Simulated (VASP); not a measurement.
# FeO (Wuestite) (P1) in VASP: a series of runs

FeO (Wuestite) is run at these levels: PBE+D3(BJ)+U; tasks: single point.

All numbers are computed with VASP 6.6.1; they aren't measurements. Logs are shortened: lines on timing, memory, paths and dates and some standing lists are left out, and cuts for length are marked.

### 1 The cell of the first run

The typed cell holds 2 atoms: a = 2.979 Å, b = 3.053 Å, c = 3.124 Å, α = 60.64°, β = 60.24°, γ = 62.29°.

### 2 Single point, PBE+D3(BJ)+U, collinear spin, ferromagnetic start

The input, INCAR:

```
ALGO     = Normal         # electronic algorithm
EDIFF    = 1E-6           # SCF threshold, eV
ENCUT    = 520            # plane-wave cutoff, eV
GGA      = PE             # functional
ISIF     = 2              # what is computed and relaxed
ISMEAR   = -1             # smearing method
ISPIN    = 2              # spin polarisation
IVDW     = 12             # dispersion correction
LASPH    = T              # aspherical terms in the spheres
LCHARG   = F              # write CHGCAR
LDAU     = T              # DFT+U
LDAUJ    = 0.9 0        
LDAUL    = 2 -1           # shell
LDAUPRINT= 1            
LDAUTYPE = 1            
LDAUU    = 6.9 0          # U, eV
LMAXMIX  = 4              # l up to which the mixer works
LORBIT   = 11             # projections on sites
LREAL    = F              # projectors in reciprocal space
LWAVE    = F              # write WAVECAR
MAGMOM   = 3.5 0          # initial moments
NBANDS   = 18             # bands
NELM     = 150            # most SCF steps
PREC     = Accurate       # precision mode
SIGMA    = 0.05           # smearing width, eV
```

The input, KPOINTS:

```
k-points
0
Gamma
  6 6 6
```

The input, POSCAR:

```
FeO
1.0
   -0.0031048080      2.1516319466      2.0610034994
    2.2097847010     -0.0481295157      2.1060282071
    2.2152755190      2.2021474723     -0.0536203337
Fe O
1 1
Direct
    0.0023800000      0.9908100000      0.0022500000
    0.5002700000      0.4862600000      0.5066600000
```

Potentials or basis: VASP PAW PBE potentials, release 64 (Fe, O).

Command:

```console
$ cat potpaw_PBE.64/Fe/POTCAR potpaw_PBE.64/O/POTCAR > POTCAR
$ mpirun -np 1 vasp_std > vasp.out
```

OUTCAR:

```text
EDIFF = 1E-6
   ENCUT = 520
   GGA = PE
   ISIF = 2
   ISMEAR = -1
   ISPIN = 2
   IVDW = 12
   LASPH = T
   LORBIT = 11
   LREAL = F
   NELM = 150
   PREC = Accurate
 IVDW          = 12

 ion  position               nearest neighbor table
   1  0.002  0.991  0.002-   2 2.10   2 2.13   2 2.20   2 2.21   2 2.21   2 2.21
   2  0.500  0.486  0.507-   1 2.10   1 2.13   1 2.20   1 2.21   1 2.21   1 2.21

  LATTYP: Found a triclinic cell.
 ALAT       =     5.1754758273
 B/A-ratio  =     0.5756908278
 C/A-ratio  =     0.8556071289
 COS(alpha) =     0.0019956906
 COS(beta)  =     0.4305795197
 COS(gamma) =     0.8517213070

  Lattice vectors:

 A1 = (  -2.2214851350,   2.1011164209,   4.1756273325)
 A2 = (  -0.0031048080,   2.1516319466,   2.0610034994)
 A3 = (  -4.4281650280,  -0.0023860100,   0.0085956260)

Analysis of symmetry for initial positions (statically):
=====================================================================
 Subroutine PRICEL returns:
 Original cell was already a primitive cell.

 Routine SETGRP: Setting up the symmetry group for a
 triclinic supercell.

 Subroutine GETGRP returns: Found  1 space group operations
 (whereof  1 operations were pure point group operations)
 out of a pool of  2 trial point group operations.

The static configuration has the point symmetry C_1 .

Analysis of symmetry for dynamics (positions and initial velocities):
=====================================================================
 Subroutine PRICEL returns:
 Original cell was already a primitive cell.

 Routine SETGRP: Setting up the symmetry group for a
 triclinic supercell.

 Subroutine GETGRP returns: Found  1 space group operations
 (whereof  1 operations were pure point group operations)
 out of a pool of  2 trial point group operations.

The dynamic configuration has the point symmetry C_1 .

Analysis of structural, dynamic, and magnetic symmetry:
=====================================================================
 Subroutine PRICEL returns:
 Original cell was already a primitive cell.

 Routine SETGRP: Setting up the symmetry group for a
 triclinic supercell.

 Subroutine GETGRP returns: Found  1 space group operations
 (whereof  1 operations were pure point group operations)
 out of a pool of  2 trial point group operations.

The overall configuration has the point symmetry C_1 .

 Subroutine INISYM returns: Found  1 space group operations
 (whereof  1 operations are pure point group operations),
 and found     1 'primitive' translations

----------------------------------------------------------------------------------------

                                     Primitive cell

  volume of cell :      20.5568

  direct lattice vectors                    reciprocal lattice vectors
    -0.003104808  2.151631947  2.061003499    -0.225482992  0.232717498  0.241910077
     2.209784701 -0.048129516  2.106028207     0.226397575 -0.222093362  0.232200525
     2.215275519  2.202147472 -0.053620334     0.225258671  0.221869042 -0.231285941

  length of vectors
     2.979473963  3.053001750  3.124063741     0.404376679  0.393062855  0.391740383

  position of ions in fractional coordinates (direct lattice)
     0.002380000  0.990810000  0.002250000
     0.500270000  0.486260000  0.506660000

  ion indices of the primitive-cell ions
   primitive index   ion index
                 1           1
                 2           2

----------------------------------------------------------------------------------------

 KPOINTS: k-points

Automatic generation of k-mesh.
 Grid dimensions read from file:
 generate k-points for:    6    6    6

[... 65 lines left out ...]
   EDIFFG = 0.1E-04   stopping-criterion for IOM
   NSW    =      0    number of steps for IOM
   IBRION =     -1    ionic relax: 0-MD 1-quasi-New 2-CG
   NFREE  =      0    steps in history (QN), initial steepest desc. (CG)
   ISIF   =      2    stress and relaxation
   ISYM   =      2    0-nonsym 1-usesym 2-fastsym
   POTIM  = 0.5000    time-step for ionic-motion
   TEBEG  =    0.0;   TEEND  =   0.0 temperature during run
   PSTRESS=    0.0 pullay stress
   NELECT =      14.0000    total number of electrons
   NUPDOWN=      -1.0000    fix difference up-down
   EMIN   =  10.00;   EMAX   =-10.00  energy-range for DOS
   EFERMI =   0.00;   METHOD = LEGACY
   ISMEAR =    -1;   SIGMA  =   0.05  broadening in eV -4-tet -1-fermi 0-gaus
   EFERMI_NEDOS =   21; number of points for ismear=-14 and -15
   IALGO  =     38    algorithm
   IMIX   =      4    mixing-type and parameters
     AMIX     =   0.40;   BMIX     =  1.00
     AMIX_MAG =   1.60;   BMIX_MAG =  1.00
  volume/ion in A,a.u.               =      10.28        69.36
  Fermi-wavevector in a.u.,A,eV,Ry     =   1.440343  2.721853 28.226469  2.074587
  Thomas-Fermi vector in A             =   2.559097
   LORBIT       =     11    0 simple, 1 ext, 2 COOP (PROOUT), +10 PAW based schemes
 LDA+U is selected, type is set to LDAUTYPE =  1
   angular momentum for each species LDAUL =     2   -1
   U (eV)           for each species LDAUU =   6.9  0.0
   J (eV)           for each species LDAUJ =   0.9  0.0
   GGA     = PE    functional components
   LHFCALC =     F    Hartree Fock is set to
   AEXX    =    0.0000 exact exchange contribution
   IVDW    =    12    specifies the selected vdW correction
   LEPSILON=     F    determine dielectric tensor
   LRPA    =     F    only Hartree local field effects (RPA)
 spin polarized calculation
  energy-cutoff  :      520.00
  volume of cell :       20.56
 maximum number of plane-waves:       566
 NGX is ok and might be reduce to    24
   NGX = 11   NGY = 11   NGZ = 11

atom =   1  type =  1  l = 2

 onsite density matrix

spin component  1

  0.9739 -0.0000 -0.0000 -0.0023 -0.0000
 -0.0000  0.9739  0.0001  0.0000 -0.0002
 -0.0000  0.0001  1.0329 -0.0001  0.0002
 -0.0023  0.0000 -0.0001  0.9768 -0.0001
 -0.0000 -0.0002  0.0002 -0.0001  1.0206

spin component  2

  0.2487  0.0014 -0.0011  0.2026  0.0015
  0.0014  0.4566 -0.0772 -0.0027  0.1365
 -0.0011 -0.0772  0.1054 -0.0004 -0.0267
  0.2026 -0.0027 -0.0004  0.2262  0.0001
  0.0015  0.1365 -0.0267  0.0001  0.1202

 occupancies and eigenvectors

  o =  0.0346  v =  0.0000  0.0000  0.0000  0.0000  0.0000 -0.6872  0.0072  0.0015  0.7264  0.0001      0.0000  0.0000  0.0000  0.0000  0.0000  0.0000  0.0000  0.0000  0.0000  0.0000
  o =  0.0717  v =  0.0000  0.0000  0.0000  0.0000  0.0000 -0.0044 -0.3406 -0.0368 -0.0008  0.9395      0.0000  0.0000  0.0000  0.0000  0.0000  0.0000  0.0000  0.0000  0.0000  0.0000
  o =  0.0894  v =  0.0000  0.0000  0.0000  0.0000  0.0000  0.0041  0.1689  0.9806  0.0001  0.0997      0.0000  0.0000  0.0000  0.0000  0.0000  0.0000  0.0000  0.0000  0.0000  0.0000
  o =  0.4403  v =  0.0000  0.0000  0.0000  0.0000  0.0000 -0.7264 -0.0009  0.0037 -0.6872 -0.0042      0.0000  0.0000  0.0000  0.0000  0.0000  0.0000  0.0000  0.0000  0.0000  0.0000
  o =  0.5211  v =  0.0000  0.0000  0.0000  0.0000  0.0000  0.0023  0.9249 -0.1927 -0.0067  0.3277      0.0000  0.0000  0.0000  0.0000  0.0000  0.0000  0.0000  0.0000  0.0000  0.0000
  o =  0.9727  v =  0.8761  0.0125  0.0011  0.4820  0.0017  0.0000  0.0000  0.0000  0.0000  0.0000      0.0000  0.0000  0.0000  0.0000  0.0000  0.0000  0.0000  0.0000  0.0000  0.0000
  o =  0.9739  v =  0.0064 -0.9999  0.0025  0.0143 -0.0048  0.0000  0.0000  0.0000  0.0000  0.0000      0.0000  0.0000  0.0000  0.0000  0.0000  0.0000  0.0000  0.0000  0.0000  0.0000
  o =  0.9781  v =  0.4821 -0.0094 -0.0008 -0.8761 -0.0023  0.0000  0.0000  0.0000  0.0000  0.0000      0.0000  0.0000  0.0000  0.0000  0.0000  0.0000  0.0000  0.0000  0.0000  0.0000
  o =  1.0206  v = -0.0003 -0.0049 -0.0125 -0.0028  0.9999  0.0000  0.0000  0.0000  0.0000  0.0000      0.0000  0.0000  0.0000  0.0000  0.0000  0.0000  0.0000  0.0000  0.0000  0.0000
  o =  1.0329  v =  0.0006 -0.0024 -0.9999  0.0013 -0.0125  0.0000  0.0000  0.0000  0.0000  0.0000      0.0000  0.0000  0.0000  0.0000  0.0000  0.0000  0.0000  0.0000  0.0000  0.0000

 number of electron      14.0000000 magnetization       4.0007294

 Free energy of the ion-electron system (eV)
  ---------------------------------------------------
  ext. energy  EPLUGINS =         0.00000000
  ---------------------------------------------------
  free energy    TOTEN  =       -12.34091230 eV

  energy without entropy =      -12.32735334  energy(sigma->0) =      -12.33413282

 E-fermi :   5.8496     XC(G=0): -11.9606

 val. band max:        5.8482712979   @ k =   0.3333  -0.3333   0.3333
 cond. band min:       5.8525422060   @ k =   0.3333   0.0000   0.0000
 fundamental gap:      0.0042709081
 Fermi energy:         5.8496211376

 spin component 1

 k-point     1 :       0.0000    0.0000    0.0000
  band No.  band energies     occupation
      1     -14.3250      1.00000
      2      -1.3548      1.00000
      3      -1.3298      1.00000
      4      -0.9843      1.00000
      5      -0.4044      1.00000
      6      -0.2200      1.00000
[... 1001 lines left out ...]
     17      31.4824      0.00000
     18      34.3784      0.00000

 [... further k-points ...]

------------------------ aborting loop because EDIFF is reached ----------------------------------------

 Edisp (eV)   -0.38758

 E8    (eV) :    -0.1487

  FORCE on cell =-STRESS in cart. coord.  units (eV):
  Direction    XX          YY          ZZ          XY          YZ          ZX
  --------------------------------------------------------------------------------------
  -------------------------------------------------------------------------------------
  Total      -0.87264    -0.81691     0.12687    -0.01244     0.20979     0.04171
  in kB     -68.01258   -63.66898     9.88798    -0.96986    16.35081     3.25066
  external pressure =      -40.60 kB  Pullay stress =        0.00 kB

 VOLUME and BASIS-vectors are now :
 -----------------------------------------------------------------------------
  energy-cutoff  :      520.00
  volume of cell :       20.56
      direct lattice vectors                 reciprocal lattice vectors
    -0.003104808  2.151631947  2.061003499    -0.225482992  0.232717498  0.241910077
     2.209784701 -0.048129516  2.106028207     0.226397575 -0.222093362  0.232200525
     2.215275519  2.202147472 -0.053620334     0.225258671  0.221869042 -0.231285941

 POSITION                                       TOTAL-FORCE (eV/Angst)
 -----------------------------------------------------------------------------------
      2.19445     -0.03761      2.09146        -0.000568      0.030222     -0.110246
      2.19537      2.16873      2.02797         0.000568     -0.030222      0.110246
 -----------------------------------------------------------------------------------
    total drift:                               -0.000163      0.000028     -0.000106

  FREE ENERGIE OF THE ION-ELECTRON SYSTEM (eV)
  ---------------------------------------------------
  free  energy   TOTEN  =       -12.7284919285 eV

  energy  without entropy=      -12.7149329650  energy(sigma->0) =      -12.72171245

 total charge

# of ion       s       p       d       tot
------------------------------------------
    1        0.288   0.353   6.111   6.752
    2        1.552   3.456   0.000   5.008
--------------------------------------------------
tot          1.840   3.808   6.111  11.760

 magnetization (x)

# of ion       s       p       d       tot
------------------------------------------
    1        0.027   0.021   3.813   3.861
    2        0.016   0.144   0.000   0.160
--------------------------------------------------
tot          0.044   0.164   3.813   4.021
```

Wall time 3.5 min (1 thread of Intel Xeon 6975P-C (Granite Rapids), shared host); peak memory 0.2 GiB.

Results:

```yaml
Free_energy: -12.7285 eV
Pressure: -4.1 GPa
Largest_force: 0.114 eV/Å
Band_gap_on_the_k_mesh: zero (filled and empty bands overlap)
Net_moment: 4.00 μB per cell
Site_moments: Fe +3.86; O +0.16 μB
Valence_electrons_inside_the_program's_atomic_spheres: Fe 6.75; O 5.01
Dispersion_energy_per_atom: -0.194 eV
```

Forces on the atoms (eV/Å):
```
Fe  -0.001  0.030 -0.110
O    0.001 -0.030  0.110
```

Eigenvalues of the final occupation matrices:
| site | spin | trace | eigenvalues |
| --- | --- | --- | --- |
| site 1 d | 1 | 4.98 | 0.97 0.97 0.98 1.02 1.03 |
| site 1 d | 2 | 1.16 | 0.03 0.07 0.09 0.44 0.52 |

Caveat: the k points lie up to 0.42 Å⁻¹ apart; three body term missing; a cell with one magnetic atom can't hold antiferromagnetic order, which such compounds often take; pairwise dispersion overbinds metals, which lowers pressure and volume.

(Continued in part 2 of 2.)
